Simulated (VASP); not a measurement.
# SiO2 (P4_2/mnm) in VASP: notebook, part 2 of 2

VASP 6.6.1. The steps go on from the part before.

### Step 3. Electric field gradients, PBE (volume scaled by 1.06)

Input file INCAR:

```
SYSTEM = SiO2
PREC = Accurate ; ENCUT = 520
EDIFF = 1E-8 ; ISMEAR = -1
SIGMA = 0.03 ; LREAL = .FALSE.
LASPH = .TRUE. ; NELM = 80
ALGO = Normal ; ISIF = 2
LWAVE = .FALSE. ; LCHARG = .FALSE.
GGA = PE ; LEFG = .TRUE.
NBANDS = 25
```

Input file KPOINTS:

```
regular mesh
0
G
  6 6 9
  0 0 0
```

Input file POSCAR:

```
SiO2
1.0
    4.2620835590      0.0000000000      0.0000000000
    0.0000000000      4.2620835590      0.0000000000
    0.0000000000      0.0000000000      2.7201230877
Si O
2 4
Direct
    0.0000000000      0.0000000000      0.0000000000
    0.5000000000      0.5000000000      0.5000000000
    0.3067000000      0.3067000000      0.0000000000
    0.1933000000      0.8067000000      0.5000000000
    0.6933000000      0.6933000000      0.0000000000
    0.8067000000      0.1933000000      0.5000000000
```

Potentials or basis: VASP PAW PBE potentials, release 64 (Si, O).

Command:

```
$ cat potpaw_PBE.64/Si/POTCAR potpaw_PBE.64/O/POTCAR > POTCAR
$ mpirun -np 1 vasp_std > vasp.out
```

OUTCAR:

```text
SYSTEM = SiO2
   PREC = Accurate
   ENCUT = 520
   EDIFF = 1E-8
   ISMEAR = -1
   LREAL = .FALSE.
   LASPH = .TRUE.
   NELM = 80
   ISIF = 2
   GGA = PE

 ion  position               nearest neighbor table
   1  0.000  0.000  0.000-   4 1.79   6 1.79   4 1.79   6 1.79   5 1.85   3 1.85
   2  0.500  0.500  0.500-   3 1.79   5 1.79   3 1.79   5 1.79   4 1.85   6 1.85
   3  0.307  0.307  0.000-   2 1.79   2 1.79   1 1.85
   4  0.193  0.807  0.500-   1 1.79   1 1.79   2 1.85
   5  0.693  0.693  0.000-   2 1.79   2 1.79   1 1.85
   6  0.807  0.193  0.500-   1 1.79   1 1.79   2 1.85

  LATTYP: Found a simple tetragonal cell.
 ALAT       =     4.2620835590
 C/A-ratio  =     0.6382143968

[... 913 lines left out ...]
   3     -25.228   -25.228    50.456    91.060    -0.000    -0.000
   4     -25.228   -25.228    50.456   -91.060     0.000     0.000
   5     -25.228   -25.228    50.456    91.060    -0.000    -0.000
   6     -25.228   -25.228    50.456   -91.060     0.000     0.000
---------------------------------------------------------------------

 Electric field gradients after diagonalization (V/A^2)
 (convention: |V_zz| > |V_xx| > |V_yy|)
----------------------------------------------------------------------
 ion       V_xx      V_yy      V_zz     asymmetry (V_yy - V_xx)/ V_zz
----------------------------------------------------------------------
   1     -17.912    -4.060    21.973       0.630
   2     -17.912    -4.060    21.973       0.630
   3      65.832    50.456  -116.288       0.132
   4      65.832    50.456  -116.288       0.132
   5      65.832    50.456  -116.288       0.132
   6      65.832    50.456  -116.288       0.132
----------------------------------------------------------------------

           NMR quadrupolar parameters

 Cq : quadrupolar parameter    Cq=e*Q*V_zz/h
 eta: asymmetry parameters     (V_yy - V_xx)/ V_zz
 Q  : nuclear electric quadrupole moment in mb (millibarn)
----------------------------------------------------------------------
 ion       Cq(MHz)       eta       Q (mb)
----------------------------------------------------------------------
   1       0.053       0.630       1.000
   2       0.053       0.630       1.000
   3      -0.281       0.132       1.000
   4      -0.281       0.132       1.000
   5      -0.281       0.132       1.000
   6      -0.281       0.132       1.000
----------------------------------------------------------------------
```

OSZICAR:

```text
N       E                     dE             d eps       ncg     rms          rms(c)
DAV:   1     0.135452741428E+03    0.13545E+03   -0.17627E+04  2524   0.123E+03
DAV:   2    -0.434819553309E+02   -0.17893E+03   -0.17053E+03  3158   0.276E+02
DAV:   3    -0.507810216613E+02   -0.72991E+01   -0.72655E+01  3294   0.537E+01
DAV:   4    -0.508302217990E+02   -0.49200E-01   -0.49182E-01  2980   0.509E+00
DAV:   5    -0.508306492324E+02   -0.42743E-03   -0.42733E-03  3299   0.447E-01    0.165E+01
DAV:   6    -0.462227182499E+02    0.46079E+01   -0.13172E+01  3119   0.242E+01    0.741E+00
DAV:   7    -0.462740570113E+02   -0.51339E-01   -0.72238E-01  3165   0.482E+00    0.282E+00
DAV:   8    -0.462865350902E+02   -0.12478E-01   -0.25956E-02  3086   0.138E+00    0.107E+00
DAV:   9    -0.462931977965E+02   -0.66627E-02   -0.97942E-03  3228   0.832E-01    0.259E-01
DAV:  10    -0.462934226551E+02   -0.22486E-03   -0.69270E-04  3126   0.181E-01    0.520E-02
DAV:  11    -0.462933885288E+02    0.34126E-04   -0.12190E-04  3246   0.787E-02    0.100E-02
DAV:  12    -0.462933897299E+02   -0.12011E-05   -0.72681E-06  3112   0.186E-02    0.369E-03
DAV:  13    -0.462933898365E+02   -0.10662E-06   -0.68188E-07  3294   0.580E-03    0.372E-03
DAV:  14    -0.462933898310E+02    0.54843E-08   -0.31305E-08  3145   0.121E-03
   1 F= -.46293390E+02 E0= -.46293390E+02  d E =-.269175E-11
```

stdout:

```text
POSCAR found type information on POSCAR SiO
 POSCAR found :  2 types and       6 ions
 scaLAPACK will be used
 LDA part: xc-table for (Slater+PW92), standard interpolation
 POSCAR, INCAR and KPOINTS ok, starting setup
 FFT: planning ... GRIDC
 FFT: planning ... GRID_SOFT
 FFT: planning ... GRID
 WAVECAR not read
 entering main loop
ion   1

ion   2

ion   3

ion   4

ion   5

ion   6
```

Run time: 22 s. Hardware: 1 thread of Intel Xeon Platinum 8559C (Emerald Rapids), shared host; peak memory 0.17 GiB.

Results:

```yaml
Free_energy: -46.2934 eV
Pressure: -6.8 GPa
Largest_force: 0.151 eV/Å
Band_gap_on_the_k_mesh: 4.60 eV, direct
```

Forces on the atoms (eV/Å):
```
Si   0.000  0.000  0.000
Si   0.000  0.000  0.000
O    0.106  0.106  0.000
O   -0.106  0.106  0.000
O   -0.106 -0.106  0.000
O    0.106 -0.106  0.000
```

Levels at points of the mesh, in eV from the valence-band top:
```csv
k point,band 13,band 14,band 15,band 16,band 17,band 18,band 19,band 20
"(0.00, 0.00, 0.00)",-2.49,-0.84,-0.84,0.00,4.60,6.43,8.02,8.02
"(0.50, 0.00, 0.00)",-2.58,-2.58,-1.01,-1.01,6.94,6.94,8.64,8.64
"(0.50, 0.50, 0.00)",-2.51,-2.51,-2.08,-2.08,6.69,6.69,9.51,9.51
```

Electric field gradients, principal values (V/Å²):
```
atom   least   middle  greatest (by size)
1 Si  -4.060  -17.912              21.973
2 Si  -4.060  -17.912              21.973
 3 O  50.456   65.832            -116.288
 4 O  50.456   65.832            -116.288
 5 O  50.456   65.832            -116.288
 6 O  50.456   65.832            -116.288
```

Caveat: without QUAD_EFG the Cq values of the log hold for a quadrupole moment of 1 mb, not for the nuclei. A k mesh can miss the band edges.

### Step 4. Electric field gradients, PBE (volume scaled by 1.06)

Input file INCAR:

```
PREC     = Accurate       # precision mode
ENCUT    = 520            # plane-wave cutoff, eV
EDIFF    = 1E-8           # SCF threshold, eV
ISMEAR   = -1             # smearing method
SIGMA    = 0.03           # smearing width, eV
LREAL    = F              # projectors in reciprocal space
LASPH    = T              # aspherical terms in the spheres
NELM     = 80             # most SCF steps
ALGO     = Normal         # electronic algorithm
ISIF     = 2              # what is computed and relaxed
LWAVE    = F              # write WAVECAR
LCHARG   = F              # write CHGCAR
GGA      = PE             # functional
LEFG     = T            
NBANDS   = 25             # bands
```

Input file KPOINTS:

```
Automatic mesh
0
Gamma
  6 6 9
```

POSCAR is that of step 3.

Potentials or basis: VASP PAW PBE potentials, release 64 (Si, O).

Command:

```
$ cat potpaw_PBE.64/Si/POTCAR potpaw_PBE.64/O/POTCAR > POTCAR
$ mpirun -np 1 vasp_std > vasp.out
```

OUTCAR:

```text
PREC = Accurate
   ENCUT = 520
   EDIFF = 1E-8
   ISMEAR = -1
   LREAL = F
   LASPH = T
   NELM = 80
   ISIF = 2
   GGA = PE

 ion  position               nearest neighbor table
   1  0.000  0.000  0.000-   4 1.79   6 1.79   4 1.79   6 1.79   5 1.85   3 1.85
   2  0.500  0.500  0.500-   3 1.79   5 1.79   3 1.79   5 1.79   4 1.85   6 1.85
   3  0.307  0.307  0.000-   2 1.79   2 1.79   1 1.85
   4  0.193  0.807  0.500-   1 1.79   1 1.79   2 1.85
   5  0.693  0.693  0.000-   2 1.79   2 1.79   1 1.85
   6  0.807  0.193  0.500-   1 1.79   1 1.79   2 1.85

  LATTYP: Found a simple tetragonal cell.
 ALAT       =     4.2620835590
 C/A-ratio  =     0.6382143968

  Lattice vectors:

 A1 = (   4.2620835590,   0.0000000000,   0.0000000000)
 A2 = (   0.0000000000,   4.2620835590,   0.0000000000)
 A3 = (   0.0000000000,   0.0000000000,   2.7201230877)

Analysis of symmetry for initial positions (statically):
=====================================================================
 Subroutine PRICEL returns:
 Original cell was already a primitive cell.

 Routine SETGRP: Setting up the symmetry group for a
 simple tetragonal supercell.

 Subroutine GETGRP returns: Found 16 space group operations
 (whereof  8 operations were pure point group operations)
 out of a pool of 16 trial point group operations.

The static configuration has the point symmetry D_2h.
 The point group associated with its full space group is D_4h.

Analysis of symmetry for dynamics (positions and initial velocities):
=====================================================================
 Subroutine PRICEL returns:
 Original cell was already a primitive cell.

 Routine SETGRP: Setting up the symmetry group for a
 simple tetragonal supercell.

 Subroutine GETGRP returns: Found 16 space group operations
 (whereof  8 operations were pure point group operations)
 out of a pool of 16 trial point group operations.

The dynamic configuration has the point symmetry D_2h.
 The point group associated with its full space group is D_4h.

 Subroutine INISYM returns: Found 16 space group operations
 (whereof  8 operations are pure point group operations),
 and found     1 'primitive' translations

----------------------------------------------------------------------------------------

                                     Primitive cell

  volume of cell :      49.4120

  direct lattice vectors                    reciprocal lattice vectors
     4.262083559  0.000000000  0.000000000     0.234627028  0.000000000  0.000000000
     0.000000000  4.262083559  0.000000000     0.000000000  0.234627028  0.000000000
     0.000000000  0.000000000  2.720123088     0.000000000  0.000000000  0.367630423

  length of vectors
     4.262083559  4.262083559  2.720123088     0.234627028  0.234627028  0.367630423

  position of ions in fractional coordinates (direct lattice)
     0.000000000  0.000000000  0.000000000
     0.500000000  0.500000000  0.500000000
     0.306700000  0.306700000  0.000000000
     0.193300000  0.806700000  0.500000000
     0.693300000  0.693300000  0.000000000
     0.806700000  0.193300000  0.500000000

  ion indices of the primitive-cell ions
[... 99 lines left out ...]
     AMIX_MAG =   1.60;   BMIX_MAG =  1.00
  volume/ion in A,a.u.               =       8.24        55.57
  Fermi-wavevector in a.u.,A,eV,Ry     =   1.416383  2.676576 27.295198  2.006140
  Thomas-Fermi vector in A             =   2.537723
   LORBIT       =      0    0 simple, 1 ext, 2 COOP (PROOUT), +10 PAW based schemes
   GGA     = PE    functional components
   LHFCALC =     F    Hartree Fock is set to
   AEXX    =    0.0000 exact exchange contribution
   IVDW    =     0    specifies the selected vdW correction
   LEPSILON=     F    determine dielectric tensor
   LRPA    =     F    only Hartree local field effects (RPA)
 non-spin polarized calculation
  energy-cutoff  :      520.00
  volume of cell :       49.41
 maximum number of plane-waves:      1356
 NGX is ok and might be reduce to    32
   NGX = 15   NGY = 15   NGZ = 11

 number of electron      32.0000007 magnetization

 Free energy of the ion-electron system (eV)
  ---------------------------------------------------
  ext. energy  EPLUGINS =         0.00000000
  ---------------------------------------------------
  free energy    TOTEN  =       -46.29338983 eV

  energy without entropy =      -46.29338983  energy(sigma->0) =      -46.29338983

 E-fermi :   8.0719     XC(G=0): -11.9641

 val. band max:        7.4365012438   @ k =   0.0000   0.0000   0.0000
 cond. band min:      12.0338741277   @ k =   0.0000   0.0000   0.0000
 fundamental gap:      4.5973728839
 Fermi energy:         8.0719027478

 k-point     1 :       0.0000    0.0000    0.0000
  band No.  band energies     occupation
      1     -14.5382      2.00000
      2     -11.1891      2.00000
      3     -11.1891      2.00000
      4     -11.0115      2.00000
      5      -3.0592      2.00000
      6       1.3404      2.00000
[... 661 lines left out ...]
     24      19.8528      0.00000
     25      21.0299      0.00000

 [... further k-points ...]
[... 5 lines left out ...]
  --------------------------------------------------------------------------------------
  -------------------------------------------------------------------------------------
  Total       -1.8199748     -1.8199748     -2.6883494     -0.0000000      0.0000000      0.0000000
  in kB      -59.0124279    -59.0124279    -87.1693527     -0.0000000      0.0000000      0.0000000
  external PRESSURE =     -68.3980695 kB  Pullay stress =       0.0000000 kB

 VOLUME and BASIS-vectors are now :
 -----------------------------------------------------------------------------
  energy-cutoff  :      520.00
  volume of cell :       49.41
      direct lattice vectors                 reciprocal lattice vectors
     4.262083559  0.000000000  0.000000000     0.234627028  0.000000000  0.000000000
     0.000000000  4.262083559  0.000000000     0.000000000  0.234627028  0.000000000
     0.000000000  0.000000000  2.720123088     0.000000000  0.000000000  0.367630423

 POSITION                                       TOTAL-FORCE (eV/Angst)
 -----------------------------------------------------------------------------------
      0.00000      0.00000      0.00000         0.000000      0.000000      0.000000
      2.13104      2.13104      1.36006         0.000000      0.000000      0.000000
      1.30718      1.30718      0.00000         0.106459      0.106459      0.000000
      0.82386      3.43822      1.36006        -0.106459      0.106459      0.000000
      2.95490      2.95490      0.00000        -0.106459     -0.106459      0.000000
      3.43822      0.82386      1.36006         0.106459     -0.106459      0.000000
 -----------------------------------------------------------------------------------
    total drift:                                0.000000      0.000000      0.000000

  FREE ENERGIE OF THE ION-ELECTRON SYSTEM (eV)
  ---------------------------------------------------
  free  energy   TOTEN  =       -46.2933898310 eV

  energy  without entropy=      -46.2933898310  energy(sigma->0) =      -46.29338983

 Electric field gradients (V/A^2)
---------------------------------------------------------------------
 ion       V_xx      V_yy      V_zz      V_xy      V_xz      V_yz
---------------------------------------------------------------------
   1       8.956     8.956   -17.912    13.017     0.000     0.000
   2       8.956     8.956   -17.912   -13.017     0.000     0.000
   3     -25.228   -25.228    50.456    91.060    -0.000    -0.000
   4     -25.228   -25.228    50.456   -91.060     0.000     0.000
   5     -25.228   -25.228    50.456    91.060    -0.000    -0.000
   6     -25.228   -25.228    50.456   -91.060     0.000     0.000
---------------------------------------------------------------------

 Electric field gradients after diagonalization (V/A^2)
 (convention: |V_zz| > |V_xx| > |V_yy|)
----------------------------------------------------------------------
 ion       V_xx      V_yy      V_zz     asymmetry (V_yy - V_xx)/ V_zz
----------------------------------------------------------------------
   1     -17.912    -4.060    21.973       0.630
   2     -17.912    -4.060    21.973       0.630
   3      65.832    50.456  -116.288       0.132
   4      65.832    50.456  -116.288       0.132
   5      65.832    50.456  -116.288       0.132
   6      65.832    50.456  -116.288       0.132
----------------------------------------------------------------------

           NMR quadrupolar parameters

 Cq : quadrupolar parameter    Cq=e*Q*V_zz/h
 eta: asymmetry parameters     (V_yy - V_xx)/ V_zz
 Q  : nuclear electric quadrupole moment in mb (millibarn)
----------------------------------------------------------------------
 ion       Cq(MHz)       eta       Q (mb)
----------------------------------------------------------------------
   1       0.053       0.630       1.000
   2       0.053       0.630       1.000
   3      -0.281       0.132       1.000
   4      -0.281       0.132       1.000
   5      -0.281       0.132       1.000
   6      -0.281       0.132       1.000
----------------------------------------------------------------------
```

Wall time 21 s (1 thread of Intel Xeon Platinum 8559C (Emerald Rapids), shared host); peak memory 0.18 GiB.

What came out:

| Quantity | Value |
| --- | --- |
| Free energy | -46.2934 eV |
| Pressure | -6.8 GPa |
| Largest force | 0.151 eV/Å |
| Band gap on the k mesh | 4.60 eV, direct |

Forces on the atoms (eV/Å):
```
Si   0.000  0.000  0.000
Si   0.000  0.000  0.000
O    0.106  0.106  0.000
O   -0.106  0.106  0.000
O   -0.106 -0.106  0.000
O    0.106 -0.106  0.000
```

Electric field gradients, principal values (V/Å²):
```tsv
atom	least	middle	greatest (by size)
1 Si	-4.060	-17.912	21.973
2 Si	-4.060	-17.912	21.973
3 O	50.456	65.832	-116.288
4 O	50.456	65.832	-116.288
5 O	50.456	65.832	-116.288
6 O	50.456	65.832	-116.288
```

Caveat: without QUAD_EFG the Cq values of the log hold for a quadrupole moment of 1 mb, not for the nuclei. A k mesh can miss the band edges.
